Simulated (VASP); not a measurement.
# WC (P-6m2) in VASP: single point with PBE

Aim: the single point of WC with PBE.

Everything below comes from runs of VASP 6.6.1. Logs are shortened: lines on timing, memory, paths and dates and some standing lists are left out, and cuts for length are marked.

## (1) The cell of the first run

Symmetry: P-6m2, No. 187, hexagonal system. Conventional cell: a = 2.922 Å, b = 2.922 Å, c = 2.847 Å, α = 90.00°, β = 90.00°, γ = 120.00°. Within 3.0 Å of W (site symmetry -6m2) lie 6 C at 2.21 Å and 8 W at 2.85 to 2.92 Å. C (site symmetry -6m2) has 6 W at 2.21 Å and 8 C at 2.85 to 2.92 Å within 3.0 Å.

## (2) Single point, PBE

File INCAR:

```
SYSTEM = WC
ALGO = Normal
EDIFF = 1E-6
ENCUT = 1300
GGA = PE
GGA_COMPAT = .FALSE.
ISIF = 2
ISMEAR = 0
LASPH = .TRUE.
LCHARG = .FALSE.
LREAL = .FALSE.
LWAVE = .FALSE.
NBANDS = 16
NELM = 120
PREC = Accurate
SIGMA = 0.1
```

File KPOINTS:

```
k-points
0
G
  18 18 14
  0 0 0
```

File POSCAR:

```
WC
1.0
    2.9217349842      0.0000000029      0.0000000000
   -1.4608674946      2.5302967180      0.0000000000
    0.0000000000      0.0000000000      2.8471250423
W C
1 1
Direct
    0.0000000000      0.0000000000      0.0000000000
    0.6666666667      0.3333333333      0.5000000000
```

Potentials or basis: VASP PAW PBE potentials, release 64 (W_sv, C_h).

Launch:

```sh
cat potpaw_PBE.64/W_sv/POTCAR potpaw_PBE.64/C_h/POTCAR > POTCAR
mpirun -np 1 vasp_std > vasp.out
```

OUTCAR:

```text
SYSTEM = WC
   EDIFF = 1E-6
   ENCUT = 1300
   GGA = PE
   ISIF = 2
   ISMEAR = 0
   LASPH = .TRUE.
   LREAL = .FALSE.
   NELM = 120
   PREC = Accurate

 ion  position               nearest neighbor table
   1  0.000  0.000  0.000-   2 2.21   2 2.21   2 2.21   2 2.21   2 2.21   2 2.21
   2  0.667  0.333  0.500-   1 2.21   1 2.21   1 2.21   1 2.21   1 2.21   1 2.21

  LATTYP: Found a hexagonal cell.
 ALAT       =     2.9217349842
 C/A-ratio  =     0.9744638229

  Lattice vectors:

 A1 = (   2.9217349842,   0.0000000029,   0.0000000000)
 A2 = (  -1.4608674946,   2.5302967180,   0.0000000000)
 A3 = (   0.0000000000,   0.0000000000,   2.8471250423)

Analysis of symmetry for initial positions (statically):
=====================================================================
 Subroutine PRICEL returns:
 Original cell was already a primitive cell.

 Routine SETGRP: Setting up the symmetry group for a
 hexagonal supercell.

 Subroutine GETGRP returns: Found 12 space group operations
 (whereof 12 operations were pure point group operations)
 out of a pool of 24 trial point group operations.

The static configuration has the point symmetry D_3h.

Analysis of symmetry for dynamics (positions and initial velocities):
=====================================================================
 Subroutine PRICEL returns:
 Original cell was already a primitive cell.

 Routine SETGRP: Setting up the symmetry group for a
 hexagonal supercell.

 Subroutine GETGRP returns: Found 12 space group operations
 (whereof 12 operations were pure point group operations)
 out of a pool of 24 trial point group operations.

The dynamic configuration has the point symmetry D_3h.

 Subroutine INISYM returns: Found 12 space group operations
 (whereof 12 operations are pure point group operations),
 and found     1 'primitive' translations

----------------------------------------------------------------------------------------

                                     Primitive cell

  volume of cell :      21.0484

  direct lattice vectors                    reciprocal lattice vectors
     2.921734984  0.000000003  0.000000000     0.342262390  0.197605284  0.000000000
    -1.460867495  2.530296718  0.000000000    -0.000000000  0.395210567  0.000000000
     0.000000000  0.000000000  2.847125042     0.000000000  0.000000000  0.351231500

  length of vectors
     2.921734984  2.921734984  2.847125042     0.395210567  0.395210567  0.351231500

  position of ions in fractional coordinates (direct lattice)
     0.000000000  0.000000000  0.000000000
     0.666666667  0.333333333  0.500000000

  ion indices of the primitive-cell ions
   primitive index   ion index
                 1           1
                 2           2

----------------------------------------------------------------------------------------

 KPOINTS: k-points

Automatic generation of k-mesh.
 Grid dimensions read from file:
 generate k-points for:   18   18   14

 Generating k-lattice:

  Cartesian coordinates                     Fractional coordinates (reciprocal lattice)
     0.019014577  0.010978071  0.000000000     0.055555556  0.000000000  0.000000000
    -0.000000000  0.021956143  0.000000000    -0.000000000  0.055555556  0.000000000
     0.000000000  0.000000000  0.025087964     0.000000000  0.000000000  0.071428571

  Length of vectors
     0.021956143  0.021956143  0.025087964

  Shift w.r.t. Gamma in fractional coordinates (k-lattice)
     0.000000000  0.000000000  0.000000000

 Subroutine IBZKPT returns following result:
 ===========================================

 Found    296 irreducible k-points:

 Following reciprocal coordinates:
            Coordinates               Weight
  0.000000  0.000000  0.000000      1.000000
  0.055556 -0.000000  0.000000      6.000000
  0.111111 -0.000000  0.000000      6.000000
  0.166667  0.000000  0.000000      6.000000
  0.222222  0.000000  0.000000      6.000000
  0.277778  0.000000  0.000000      6.000000
[... 16 lines left out ...]
  0.333333  0.111111  0.000000     12.000000
  0.388889  0.111111  0.000000     12.000000
 [... further k-points ...]
   k-points           NKPTS =    296   k-points in BZ     NKDIM =    296   number of bands    NBANDS=     16
   number of dos      NEDOS =    301   number of ions     NIONS =      2
   total plane-waves  NPLWV =  46656
   dimension x,y,z NGX =    36 NGY =   36 NGZ =   36
   dimension x,y,z NGXF=    72 NGYF=   72 NGZF=   72
   ions per type =               1   1
   NGX,Y,Z   is equivalent  to a cutoff of  20.48, 20.48, 21.02 a.u.
   NGXF,Y,Z  is equivalent  to a cutoff of  40.97, 40.97, 42.04 a.u.
 SYSTEM =  WC
   PREC   = accura    normal or accurate (medium, high low for compatibility)
   ISTART =      0    job   : 0-new  1-cont  2-samecut
   ICHARG =      2    charge: 1-file 2-atom 10-const
   ISPIN  =      1    spin polarized calculation?
   LNONCOLLINEAR =      F non collinear calculations
   LSORBIT =      F    spin-orbit coupling
   LASPH  =      T    aspherical Exc in radial PAW
   ENCUT  = 1300.0 eV  95.55 Ry    9.77 a.u.   8.59  8.59  8.37*2*pi/ulx,y,z
   NELM   =    120;   NELMIN=  2; NELMDL= -5     # of ELM steps
   EDIFF  = 0.1E-05   stopping-criterion for ELM
   LREAL  =      F    real-space projection
   EDIFFG = 0.1E-04   stopping-criterion for IOM
   NSW    =      0    number of steps for IOM
   IBRION =     -1    ionic relax: 0-MD 1-quasi-New 2-CG
   NFREE  =      0    steps in history (QN), initial steepest desc. (CG)
   ISIF   =      2    stress and relaxation
   ISYM   =      2    0-nonsym 1-usesym 2-fastsym
   POTIM  = 0.5000    time-step for ionic-motion
   TEBEG  =    0.0;   TEEND  =   0.0 temperature during run
   PSTRESS=    0.0 pullay stress
   NELECT =      18.0000    total number of electrons
   NUPDOWN=      -1.0000    fix difference up-down
   EMIN   =  10.00;   EMAX   =-10.00  energy-range for DOS
   EFERMI =   0.00;   METHOD = LEGACY
   ISMEAR =     0;   SIGMA  =   0.10  broadening in eV -4-tet -1-fermi 0-gaus
   EFERMI_NEDOS =   21; number of points for ismear=-14 and -15
   IALGO  =     38    algorithm
   IMIX   =      4    mixing-type and parameters
     AMIX     =   0.40;   BMIX     =  1.00
     AMIX_MAG =   1.60;   BMIX_MAG =  1.00
  volume/ion in A,a.u.               =      10.52        71.02
  Fermi-wavevector in a.u.,A,eV,Ry     =   1.553911  2.936465 32.853151  2.414639
  Thomas-Fermi vector in A             =   2.658073
   LORBIT       =      0    0 simple, 1 ext, 2 COOP (PROOUT), +10 PAW based schemes
   GGA     = PE    functional components
   LHFCALC =     F    Hartree Fock is set to
   AEXX    =    0.0000 exact exchange contribution
   IVDW    =     0    specifies the selected vdW correction
   LEPSILON=     F    determine dielectric tensor
   LRPA    =     F    only Hartree local field effects (RPA)
 non-spin polarized calculation
 Gauss-broadening in eV      SIGMA  =   0.10
  energy-cutoff  :     1300.00
  volume of cell :       21.05
 maximum number of plane-waves:      2284
 NGX is ok and might be reduce to    36
   NGX = 17   NGY = 17   NGZ = 17

 number of electron      18.0000000 magnetization

 Free energy of the ion-electron system (eV)
  ---------------------------------------------------
  ext. energy  EPLUGINS =         0.00000000
  ---------------------------------------------------
  free energy    TOTEN  =       -22.45671294 eV

  energy without entropy =      -22.45532039  energy(sigma->0) =      -22.45601667

 E-fermi :  11.1919     XC(G=0): -13.7550

 val. band max:       11.1832099316   @ k =   0.4444   0.0000   0.5000
 cond. band min:      11.2023759681   @ k =   0.4444   0.0556   0.4286
 fundamental gap:      0.0191660365
 Fermi energy:        11.1919071322

 k-point     1 :       0.0000    0.0000    0.0000
  band No.  band energies     occupation
      1     -62.8303      2.00000
      2     -26.8067      2.00000
      3     -26.7162      2.00000
      4     -26.7162      2.00000
      5      -3.1377      2.00000
      6       6.9741      2.00000
[... 8 lines left out ...]
     15      25.4191      0.00000
     16      27.8014      0.00000

 k-point     2 :       0.0556   -0.0000    0.0000
  band No.  band energies     occupation
      1     -62.8287      2.00000
      2     -26.8036      2.00000
      3     -26.7407      2.00000
      4     -26.7218      2.00000
      5      -3.0577      2.00000
      6       7.0034      2.00000
[... 8 lines left out ...]
     15      25.2381      0.00000
     16      27.9706      0.00000

 k-point     3 :       0.1111   -0.0000    0.0000
  band No.  band energies     occupation
      1     -62.8240      2.00000
      2     -26.8106      2.00000
      3     -26.7946      2.00000
      4     -26.7377      2.00000
      5      -2.8240      2.00000
      6       6.9690      2.00000
[... 8 lines left out ...]
     15      24.9372      0.00000
     16      28.4583      0.00000

 k-point     4 :       0.1667    0.0000    0.0000
  band No.  band energies     occupation
      1     -62.8168      2.00000
      2     -26.9165      2.00000
      3     -26.7807      2.00000
      4     -26.7620      2.00000
      5      -2.4546      2.00000
      6       6.5887      2.00000
[... 8 lines left out ...]
     15      24.7817      0.00000
     16      29.2105      0.00000
[... 324 lines left out ...]
 k-point    22 :       0.2778    0.1111    0.0000
  band No.  band energies     occupation
      1     -62.7874      2.00000
      2     -27.2968      2.00000
      3     -26.8983      2.00000
      4     -26.7238      2.00000
      5      -0.6929      2.00000
      6       4.9767      2.00000
[... 8 lines left out ...]
     15      26.1658      0.00000
     16      27.6086      0.00000

 k-point    23 :       0.3333    0.1111    0.0000
  band No.  band energies     occupation
      1     -62.7806      2.00000
      2     -27.3820      2.00000
      3     -26.9287      2.00000
      4     -26.7107      2.00000
      5      -0.1874      2.00000
      6       4.6326      2.00000
[... 8 lines left out ...]
     15      25.6534      0.00000
     16      27.8610      0.00000

 k-point    24 :       0.3889    0.1111    0.0000
  band No.  band energies     occupation
      1     -62.7762      2.00000
      2     -27.4370      2.00000
      3     -26.9485      2.00000
      4     -26.7021      2.00000
      5       0.1817      2.00000
      6       4.4018      2.00000
[... 8 lines left out ...]
     15      24.8048      0.00000
     16      28.5321      0.00000

 [... further k-points ...]

------------------------ aborting loop because EDIFF is reached ----------------------------------------

  FORCE on cell =-STRESS in cart. coord.  units (eV):
  Direction    XX          YY          ZZ          XY          YZ          ZX
  --------------------------------------------------------------------------------------
  -------------------------------------------------------------------------------------
  Total        0.1198919      0.1198919      0.1491266      0.0000000      0.0000000      0.0000000
  in kB        9.1260236      9.1260236     11.3513305      0.0000000      0.0000000      0.0000000
  external PRESSURE =       9.8677925 kB  Pullay stress =       0.0000000 kB

 VOLUME and BASIS-vectors are now :
 -----------------------------------------------------------------------------
  energy-cutoff  :     1300.00
  volume of cell :       21.05
      direct lattice vectors                 reciprocal lattice vectors
     2.921734984  0.000000003  0.000000000     0.342262390  0.197605284  0.000000000
    -1.460867495  2.530296718  0.000000000    -0.000000000  0.395210567  0.000000000
     0.000000000  0.000000000  2.847125042     0.000000000  0.000000000  0.351231500

 POSITION                                       TOTAL-FORCE (eV/Angst)
 -----------------------------------------------------------------------------------
      0.00000      0.00000      0.00000         0.000000      0.000000      0.000000
      1.46087      0.84343      1.42356        -0.000000     -0.000000      0.000000
 -----------------------------------------------------------------------------------
    total drift:                               -0.000000      0.000000      0.000000

  FREE ENERGIE OF THE ION-ELECTRON SYSTEM (eV)
  ---------------------------------------------------
  free  energy   TOTEN  =       -22.4567129415 eV

  energy  without entropy=      -22.4553203906  energy(sigma->0) =      -22.45601667
```

Run time: 4.3 min. Hardware: 1 thread of Intel Xeon Platinum 8259CL at 2.50GHz (Skylake/Cascade Lake), shared host; peak memory 0.51 GiB.

Results:

| Item | Value |
| --- | --- |
| Free energy | -22.4567 eV |
| Pressure | 1.0 GPa |
| Band gap on the k mesh | zero (bands 9 and 10 overlap by 1.20 eV) |

Caveat: spin-orbit coupling is left out, which moves the levels of the heavy elements.
